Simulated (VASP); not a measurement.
# ZrC (Fm-3m) in VASP: further runs

The runs below take ZrC through single point, relaxation of cell and atoms, with r2SCAN+rVV10, PBE+D3(BJ), PBE+D4, r2SCAN+D4.

All numbers are computed with VASP 6.6.1; they aren't measurements. Logs are shortened: lines on timing, memory, paths and dates and some standing lists are left out, and cuts for length are marked.

## (1) The cell of the first run

The structure is cubic, space group Fm-3m (No. 225). Conventional cell: a = 4.704 Å, b = 4.704 Å, c = 4.704 Å, α = 90.00°, β = 90.00°, γ = 90.00°. Zr (site symmetry m-3m) has 6 C at 2.35 Å within 3.1 Å. Within 3.1 Å of C (site symmetry m-3m) lie 6 Zr at 2.35 Å.

## (2) Single point, r2SCAN+rVV10

Input file POSCAR:

```
ZrC
1.0
    0.0000000000      2.3517618648      2.3517618648
    2.3517618648      0.0000000000      2.3517618648
    2.3517618648      2.3517618648      0.0000000000
Zr C
1 1
Direct
    0.5000000000      0.5000000000      0.5000000000
    0.0000000000      0.0000000000      0.0000000000
```

Input file INCAR.step1:

```
SYSTEM = ZrC
ALGO = Normal ; EDIFF = 1E-4
ENCUT = 520 ; GGA = PE
ISMEAR = 1 ; LASPH = .TRUE.
LCHARG = .FALSE. ; LREAL = .FALSE.
LWAVE = .TRUE. ; NBANDS = 15
NELM = 100 ; PREC = Accurate
SIGMA = 0.1
```

Input file INCAR.step2:

```
SYSTEM = ZrC
ALGO = Normal ; BPARAM = 11.95
CPARAM = 0.0093 ; EDIFF = 1E-6
ENCUT = 520 ; ISIF = 2
ISMEAR = 1 ; ISTART = 1
IVDW_NL = 2 ; LASPH = .TRUE.
LCHARG = .FALSE. ; LMIXTAU = .TRUE.
LREAL = .FALSE. ; LUSE_VDW = .TRUE.
LWAVE = .FALSE. ; METAGGA = R2SCAN
NBANDS = 15 ; NELM = 100
PREC = Accurate ; SIGMA = 0.1
```

Input file KPOINTS:

```
k-points
0
G
  12 12 12
  0 0 0
```

Potentials or basis: VASP PAW PBE potentials, release 64 (Zr_sv, C).

Command:

```console
> cat potpaw_PBE.64/Zr_sv/POTCAR potpaw_PBE.64/C/POTCAR > POTCAR
> cp INCAR.step1 INCAR
> mpirun -np 1 vasp_std > vasp.out
> cp INCAR.step2 INCAR
> mpirun -np 1 vasp_std > vasp.out
```

OUTCAR:

```text
SYSTEM = ZrC
   BPARAM = 11.95
   EDIFF = 1E-6
   ENCUT = 520
   ISIF = 2
   ISMEAR = 1
   ISTART = 1
   IVDW_NL = 2
   LASPH = .TRUE.
   LREAL = .FALSE.
   METAGGA = R2SCAN
   NELM = 100
   PREC = Accurate

 ion  position               nearest neighbor table
   1  0.500  0.500  0.500-   2 2.35   2 2.35   2 2.35   2 2.35   2 2.35   2 2.35
   2  0.000  0.000  0.000-   1 2.35   1 2.35   1 2.35   1 2.35   1 2.35   1 2.35

  LATTYP: Found a face centered cubic cell.
 ALAT       =     4.7035237296

  Lattice vectors:

 A1 = (   0.0000000000,   2.3517618648,   2.3517618648)
 A2 = (   2.3517618648,   0.0000000000,   2.3517618648)
 A3 = (   2.3517618648,   2.3517618648,   0.0000000000)

Analysis of symmetry for initial positions (statically):
=====================================================================
 Subroutine PRICEL returns:
 Original cell was already a primitive cell.

 Routine SETGRP: Setting up the symmetry group for a
 face centered cubic supercell.

 Subroutine GETGRP returns: Found 48 space group operations
 (whereof 48 operations were pure point group operations)
 out of a pool of 48 trial point group operations.

The static configuration has the point symmetry O_h .

Analysis of symmetry for dynamics (positions and initial velocities):
=====================================================================
 Subroutine PRICEL returns:
 Original cell was already a primitive cell.

 Routine SETGRP: Setting up the symmetry group for a
 face centered cubic supercell.

 Subroutine GETGRP returns: Found 48 space group operations
 (whereof 48 operations were pure point group operations)
 out of a pool of 48 trial point group operations.

The dynamic configuration has the point symmetry O_h .

 Subroutine INISYM returns: Found 48 space group operations
 (whereof 48 operations are pure point group operations),
 and found     1 'primitive' translations

----------------------------------------------------------------------------------------

                                     Primitive cell

  volume of cell :      26.0142

  direct lattice vectors                    reciprocal lattice vectors
     0.000000000  2.351761865  2.351761865    -0.212606560  0.212606560  0.212606560
     2.351761865  0.000000000  2.351761865     0.212606560 -0.212606560  0.212606560
     2.351761865  2.351761865  0.000000000     0.212606560  0.212606560 -0.212606560

  length of vectors
     3.325893525  3.325893525  3.325893525     0.368245364  0.368245364  0.368245364

  position of ions in fractional coordinates (direct lattice)
     0.500000000  0.500000000  0.500000000
     0.000000000  0.000000000  0.000000000

  ion indices of the primitive-cell ions
   primitive index   ion index
                 1           1
                 2           2

----------------------------------------------------------------------------------------

 KPOINTS: k-points

Automatic generation of k-mesh.
 Grid dimensions read from file:
 generate k-points for:   12   12   12

 Generating k-lattice:

  Cartesian coordinates                     Fractional coordinates (reciprocal lattice)
    -0.017717213  0.017717213  0.017717213     0.083333333  0.000000000  0.000000000
     0.017717213 -0.017717213  0.017717213     0.000000000  0.083333333  0.000000000
     0.017717213  0.017717213 -0.017717213     0.000000000  0.000000000  0.083333333

  Length of vectors
     0.030687114  0.030687114  0.030687114

  Shift w.r.t. Gamma in fractional coordinates (k-lattice)
     0.000000000  0.000000000  0.000000000

 Subroutine IBZKPT returns following result:
 ===========================================

 Found     72 irreducible k-points:

 Following reciprocal coordinates:
            Coordinates               Weight
  0.000000  0.000000  0.000000      1.000000
  0.083333  0.000000  0.000000      8.000000
  0.166667  0.000000  0.000000      8.000000
  0.250000  0.000000  0.000000      8.000000
  0.333333  0.000000  0.000000      8.000000
  0.416667  0.000000  0.000000      8.000000
[... 16 lines left out ...]
  0.500000  0.166667  0.000000     24.000000
 -0.416667  0.166667  0.000000     24.000000
 [... further k-points ...]
   k-points           NKPTS =     72   k-points in BZ     NKDIM =     72   number of bands    NBANDS=     15
   number of dos      NEDOS =    301   number of ions     NIONS =      2
   total plane-waves  NPLWV =  21952
   dimension x,y,z NGX =    28 NGY =   28 NGZ =   28
   dimension x,y,z NGXF=    56 NGYF=   56 NGZF=   56
   ions per type =               1   1
   NGX,Y,Z   is equivalent  to a cutoff of  14.00, 14.00, 14.00 a.u.
   NGXF,Y,Z  is equivalent  to a cutoff of  27.99, 27.99, 27.99 a.u.
 SYSTEM =  ZrC
   PREC   = accura    normal or accurate (medium, high low for compatibility)
   ISTART =      1    job   : 0-new  1-cont  2-samecut
   ICHARG =      0    charge: 1-file 2-atom 10-const
   ISPIN  =      1    spin polarized calculation?
   LNONCOLLINEAR =      F non collinear calculations
   LSORBIT =      F    spin-orbit coupling
   LASPH  =      T    aspherical Exc in radial PAW
   ENCUT  =  520.0 eV  38.22 Ry    6.18 a.u.   6.18  6.18  6.18*2*pi/ulx,y,z
   NELM   =    100;   NELMIN=  2; NELMDL=  0     # of ELM steps
   EDIFF  = 0.1E-05   stopping-criterion for ELM
   LREAL  =      F    real-space projection
   EDIFFG = 0.1E-04   stopping-criterion for IOM
   NSW    =      0    number of steps for IOM
   IBRION =     -1    ionic relax: 0-MD 1-quasi-New 2-CG
   NFREE  =      0    steps in history (QN), initial steepest desc. (CG)
   ISIF   =      2    stress and relaxation
   ISYM   =      2    0-nonsym 1-usesym 2-fastsym
   POTIM  = 0.5000    time-step for ionic-motion
   TEBEG  =    0.0;   TEEND  =   0.0 temperature during run
   PSTRESS=    0.0 pullay stress
   NELECT =      16.0000    total number of electrons
   NUPDOWN=      -1.0000    fix difference up-down
   EMIN   =  10.00;   EMAX   =-10.00  energy-range for DOS
   EFERMI =   0.00;   METHOD = LEGACY
   ISMEAR =     1;   SIGMA  =   0.10  broadening in eV -4-tet -1-fermi 0-gaus
   EFERMI_NEDOS =   21; number of points for ismear=-14 and -15
   IALGO  =     38    algorithm
   IMIX   =      4    mixing-type and parameters
     AMIX     =   0.40;   BMIX     =  1.00
     AMIX_MAG =   1.60;   BMIX_MAG =  1.00
  volume/ion in A,a.u.               =      13.01        87.78
  Fermi-wavevector in a.u.,A,eV,Ry     =   1.392232  2.630936 26.372292  1.938309
  Thomas-Fermi vector in A             =   2.515994
   LORBIT       =      0    0 simple, 1 ext, 2 COOP (PROOUT), +10 PAW based schemes
   METAGGA = R2SCAN    functional components
   LHFCALC =     F    Hartree Fock is set to
   AEXX    =    0.0000 exact exchange contribution
   IVDW_NL    =     2    kernel type
   BPARAM     =11.9500
   IVDW    =     0    specifies the selected vdW correction
   LEPSILON=     F    determine dielectric tensor
   LRPA    =     F    only Hartree local field effects (RPA)
 non-spin polarized calculation
 Methfessel and Paxton  Order N= 1 SIGMA  =   0.10
  energy-cutoff  :      520.00
  volume of cell :       26.01
 maximum number of plane-waves:       725
 NGX is ok and might be reduce to    28
   NGX = 13   NGY = 13   NGZ = 13

 number of electron      16.0000000 magnetization

 Free energy of the ion-electron system (eV)
  ---------------------------------------------------
  ext. energy  EPLUGINS =         0.00000000
  ---------------------------------------------------
  free energy    TOTEN  =       -34.48774810 eV

  energy without entropy =      -34.48766014  energy(sigma->0) =      -34.48771878

 E-fermi :   9.7155     XC(G=0): -12.9579

 val. band max:        9.6200250509   @ k =   0.5000   0.5000   0.0000
 cond. band min:       9.7384891376   @ k =   0.0833   0.0000   0.0000
 fundamental gap:      0.1184640867
 Fermi energy:         9.7154793601

 k-point     1 :       0.0000    0.0000    0.0000
  band No.  band energies     occupation
      1     -40.1904      2.00000
      2     -17.1960      2.00000
      3     -17.1960      2.00000
      4     -17.1960      2.00000
      5      -2.4201      2.00000
      6      10.5422     -0.00000
      7      10.5422     -0.00000
      8      10.5422     -0.00000
      9      10.9238     -0.00000
     10      10.9238     -0.00000
     11      10.9238     -0.00000
     12      12.5807      0.00000
     13      12.5807      0.00000
     14      17.5188      0.00000
     15      20.7056      0.00000

 k-point     2 :       0.0833    0.0000    0.0000
  band No.  band energies     occupation
      1     -40.1833      2.00000
      2     -17.2599      2.00000
      3     -17.2012      2.00000
      4     -17.2012      2.00000
      5      -2.2582      2.00000
      6       9.5232      2.02035
      7       9.7385      0.62175
      8       9.7385      0.62173
      9      11.2088     -0.00000
     10      11.2088     -0.00000
     11      11.5794     -0.00000
     12      13.4409      0.00000
     13      13.4409      0.00000
     14      17.8728      0.00000
     15      21.1434      0.00000

 k-point     3 :       0.1667    0.0000    0.0000
  band No.  band energies     occupation
      1     -40.1640      2.00000
      2     -17.4307      2.00000
      3     -17.2154      2.00000
      4     -17.2154      2.00000
      5      -1.8018      2.00000
      6       8.1470      2.00000
      7       8.6603      2.00000
      8       8.6603      2.00000
      9      11.7005     -0.00000
     10      11.7005     -0.00000
     11      12.1160      0.00000
     12      15.0190      0.00000
     13      15.0190      0.00000
     14      18.6933      0.00000
     15      22.2451      0.00000
[... 343 lines left out ...]
 k-point    23 :       0.5000    0.1667    0.0000
  band No.  band energies     occupation
      1     -40.0754      2.00000
      2     -17.9790      2.00000
      3     -17.4023      2.00000
      4     -17.3269      2.00000
      5       0.0961      2.00000
      6       4.9689      2.00000
      7       6.8100      2.00000
      8       7.0792      2.00000
      9      12.5830      0.00000
     10      14.6535      0.00000
     11      15.2248      0.00000
     12      18.0599      0.00000
     13      18.5566      0.00000
     14      20.3514      0.00000
     15      23.9149      0.00000

 k-point    24 :      -0.4167    0.1667    0.0000
  band No.  band energies     occupation
      1     -40.0736      2.00000
      2     -17.9885      2.00000
      3     -17.4324      2.00000
      4     -17.3050      2.00000
      5       0.2359      2.00000
      6       4.7891      2.00000
      7       6.8096      2.00000
      8       6.8785      2.00000
      9      13.5836      0.00000
     10      14.1709      0.00000
     11      14.7983      0.00000
     12      18.0225      0.00000
     13      19.4983      0.00000
     14      19.7860      0.00000
     15      23.7030      0.00000

 [... further k-points ...]

------------------------ aborting loop because EDIFF is reached ----------------------------------------

  FORCE on cell =-STRESS in cart. coord.  units (eV):
  Direction    XX          YY          ZZ          XY          YZ          ZX
  --------------------------------------------------------------------------------------
  -------------------------------------------------------------------------------------
  Total        0.0674208      0.0674208      0.0674208      0.0000000      0.0000000      0.0000000
  in kB        4.1523527      4.1523527      4.1523527      0.0000000      0.0000000      0.0000000
  external PRESSURE =       4.1523527 kB  Pullay stress =       0.0000000 kB

 VOLUME and BASIS-vectors are now :
 -----------------------------------------------------------------------------
  energy-cutoff  :      520.00
  volume of cell :       26.01
      direct lattice vectors                 reciprocal lattice vectors
     0.000000000  2.351761865  2.351761865    -0.212606560  0.212606560  0.212606560
     2.351761865  0.000000000  2.351761865     0.212606560 -0.212606560  0.212606560
     2.351761865  2.351761865  0.000000000     0.212606560  0.212606560 -0.212606560

 POSITION                                       TOTAL-FORCE (eV/Angst)
 -----------------------------------------------------------------------------------
      2.35176      2.35176      2.35176        -0.000000     -0.000000     -0.000000
      0.00000      0.00000      0.00000         0.000000      0.000000      0.000000
 -----------------------------------------------------------------------------------
    total drift:                                0.000000      0.000000      0.000000

  FREE ENERGIE OF THE ION-ELECTRON SYSTEM (eV)
  ---------------------------------------------------
  free  energy   TOTEN  =       -34.4877481046 eV

  energy  without entropy=      -34.4876601370  energy(sigma->0) =      -34.48771878
```

Wall time 2.9 min (1 thread of Intel Xeon 8259CL, shared host); peak memory 0.28 GiB.

Results:

```yaml
Free_energy: -34.4877 eV
Pressure: 0.4 GPa
Band_gap_on_the_k_mesh: zero (bands 8 and 9 overlap by 1.33 eV)
```

Levels at points of the mesh, in eV from the Fermi level:
```csv
k point,band 5,band 6,band 7,band 8,band 9,band 10,band 11,band 12
"(0.00, 0.00, 0.00)",-12.14,0.83,0.83,0.83,1.21,1.21,1.21,2.87
"(0.50, 0.00, 0.00)",-9.03,-5.58,-3.20,-3.20,4.71,4.71,5.61,6.84
"(0.50, 0.50, 0.00)",-10.99,-2.32,-1.74,-0.10,-0.10,4.52,5.88,5.88
```

Caveat: the PAW data sets were made with another functional, which shifts forces and pressure a little.

## (3) Relaxation of cell and atoms, PBE+D3(BJ)

This run uses another cell than the first one, of 13.23 Å³/atom.

Input file INCAR:

```
SYSTEM = ZrC
ALGO     = Normal         ! electronic algorithm
EDIFF    = 1E-6           ! SCF threshold, eV
EDIFFG   = -0.01          ! ionic threshold
ENCUT    = 600            ! plane-wave cutoff, eV
GGA      = PE             ! functional
IBRION   = 2              ! ionic algorithm
ISIF     = 3              ! what is computed and relaxed
ISMEAR   = 1              ! smearing method
IVDW     = 12             ! dispersion correction
LASPH    = .TRUE.         ! aspherical terms in the spheres
LCHARG   = .FALSE.        ! write CHGCAR
LREAL    = .FALSE.        ! projectors in reciprocal space
LWAVE    = .FALSE.        ! write WAVECAR
NELM     = 100            ! most SCF steps
NSW      = 100            ! ionic steps
PREC     = Accurate       ! precision mode
SIGMA    = 0.1            ! smearing width, eV
```

KPOINTS is that of step 2.

Input file POSCAR:

```
ZrC
1.0
    0.0000000000      2.3650000000      2.3650000000
    2.3650000000      0.0000000000      2.3650000000
    2.3650000000      2.3650000000      0.0000000000
Zr C
1 1
Direct
    0.5000000000      0.5000000000      0.5000000000
    0.0000000000      0.0000000000      0.0000000000
```

Potentials or basis: VASP PAW PBE potentials, release 64 (Zr_sv, C).

Command:

```console
> cat potpaw_PBE.64/Zr_sv/POTCAR potpaw_PBE.64/C/POTCAR > POTCAR
> mpirun -np 1 vasp_std > vasp.out
```

Run time: 2 min. Hardware: 1 thread of Intel Xeon 8259CL, shared host; peak memory 0.2 GiB.

The run converged. Its results:

```yaml
Free_energy: -20.2655 eV
Relaxed_volume: 12.77 Å³/atom
Relaxed_cell: a = 3.306 Å, b = 3.306 Å, c = 3.306 Å, α = 60.00°, β = 60.00°, γ = 60.00°
Space_group_after_relaxing_to_0.1_Å: Fm-3m (No. 225)
Energy_gained_by_relaxing: 11.3 meV/atom
Ionic_steps: 3
Pressure_after_relaxing: -0.1 GPa
Band_gap_on_the_k_mesh: zero (bands 8 and 9 overlap by 1.31 eV)
Dispersion_energy_per_atom: -0.406 eV
```

Step by step:
| step | energy change (eV) | largest force (eV/Å) | pressure (GPa) | volume (Å³) |
| --- | --- | --- | --- | --- |
| 1 | 0.0000 | 0.0000 | -7.63 | 26.46 |
| 2 | 0.0401 | 0.0000 | 14.87 | 24.12 |
| 3 | -0.0226 | 0.0000 | -0.12 | 25.55 |

Final structure:
```yaml
crystal:
  lattice:
    - [0.00000, 2.33768, 2.33768]
    - [2.33768, 0.00000, 2.33768]
    - [2.33768, 2.33768, 0.00000]
  atoms:
    - { symbol: Zr, position: [0.50000, 0.50000, 0.50000] }
    - { symbol: C, position: [0.00000, 0.00000, 0.00000] }
```

Levels at points of the mesh, in eV from the Fermi level:
```
           k point  band 5  band 6  band 7  band 8  band 9  band 10  band 11  band 12
(0.00, 0.00, 0.00)  -11.44    0.86    0.86    0.86    1.02     1.02     1.02     2.78
(0.50, 0.00, 0.00)   -8.29   -5.44   -3.06   -3.06    4.51     4.51     5.35     6.52
(0.50, 0.50, 0.00)  -10.29   -2.11   -1.89    0.00    0.00     4.46     5.70     5.70
```

## (4) Relaxation of cell and atoms, PBE+D4

This run uses another cell than the first one, of 13.23 Å³/atom.

Input file INCAR:

```
PREC     = Accurate       # precision mode
ENCUT    = 600            # plane-wave cutoff, eV
EDIFF    = 1E-7           # SCF threshold, eV
ISMEAR   = 1              # smearing method
SIGMA    = 0.1            # smearing width, eV
LREAL    = False          # projectors in reciprocal space
LASPH    = True           # aspherical terms in the spheres
NELM     = 80             # most SCF steps
ALGO     = Normal         # electronic algorithm
ISIF     = 3              # what is computed and relaxed
LWAVE    = False          # write WAVECAR
LCHARG   = False          # write CHGCAR
GGA      = PE             # functional
IVDW     = 13             # dispersion correction
IBRION   = 2              # ionic algorithm
NSW      = 100            # ionic steps
EDIFFG   = -0.01          # ionic threshold
```

Input file KPOINTS:

```
regular mesh
0
Gamma
  12 12 12
```

POSCAR is that of step 3.

Command:

```console
> cat potpaw_PBE.64/Zr_sv/POTCAR potpaw_PBE.64/C/POTCAR > POTCAR
> mpirun -np 1 vasp_std > vasp.out
```

Wall time 1.8 min (1 thread of Intel Xeon 8259CL, shared host); peak memory 0.19 GiB.

The run converged. Its results:

| Item | Value |
| --- | --- |
| Free energy | -19.9596 eV |
| Relaxed volume | 12.87 Å³/atom |
| Relaxed cell | a = 3.314 Å, b = 3.314 Å, c = 3.314 Å, α = 60.00°, β = 60.00°, γ = 60.00° |
| Space group after relaxing (to 0.1 Å) | Fm-3m (No. 225) |
| Energy gained by relaxing | 6.8 meV/atom |
| Ionic steps | 3 |
| Pressure after relaxing | -0.1 GPa |
| Band gap on the k mesh | zero (bands 8 and 9 overlap by 1.31 eV) |
| Dispersion energy per atom | -0.251 eV |

The path:
```csv
step,energy change (eV),largest force (eV/Å),pressure (GPa),volume (Å³)
1,0.0000,0.0000,-5.93,26.46
2,0.0232,0.0000,11.00,24.63
3,-0.0136,0.0000,-0.07,25.75
```

Final structure:
```yaml
crystal:
  lattice:
    - [0.00000, 2.34367, 2.34367]
    - [2.34367, 0.00000, 2.34367]
    - [2.34367, 2.34367, 0.00000]
  atoms:
    - { symbol: Zr, position: [0.50000, 0.50000, 0.50000] }
    - { symbol: C, position: [0.00000, 0.00000, 0.00000] }
```

Levels at points of the mesh, in eV from the Fermi level:
```csv
k point,band 6,band 7,band 8,band 9,band 10,band 11
"(0.00, 0.00, 0.00)",0.86,0.86,0.86,1.02,1.02,1.02
"(0.50, 0.00, 0.00)",-5.41,-3.04,-3.04,4.47,4.47,5.30
"(0.50, 0.50, 0.00)",-2.13,-1.87,-0.01,-0.01,4.42,5.64
```

(Part 1 of 2 ends here.)

The gap in the log of VASP goes by the Fermi energy; the results here count the filled bands.